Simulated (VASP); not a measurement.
A run of VASP 6.6.1 is set up as follows.

INCAR

```
PREC = Accurate
ENCUT = 520
EDIFF = 1E-6
ISMEAR = -1
SIGMA = 0.05
LREAL = False
LASPH = True
NELM = 80
ALGO = Normal
ISIF = 2
LWAVE = False
LCHARG = True
GGA = PS
LELF = True
LVHAR = True
NBANDS = 11
```

The input KPOINTS:

```
Automatic mesh
0
Gamma
  12 12 12
```

File POSCAR:

```
Sr
1.0
   -2.4250000000      2.4250000000      2.4250000000
    2.4250000000     -2.4250000000      2.4250000000
    2.4250000000      2.4250000000     -2.4250000000
Sr
1
Direct
    0.0000000000      0.0000000000      0.0000000000
```

Potentials or basis: VASP PAW PBE potentials, release 64 (Sr_sv).

Run with:

```console
$ cat potpaw_PBE.64/Sr_sv/POTCAR > POTCAR
$ mpirun -np 1 vasp_std > vasp.out
```

**Question.** Estimate the pressure.

**Answer.** -1.1 GPa.

**Question.** What does it give for the band gap on the k mesh?

**Answer.** Zero (bands 5 and 6 overlap by 0.42 eV).

Caveat: the PAW data sets were made with another functional, which shifts forces and pressure a little.
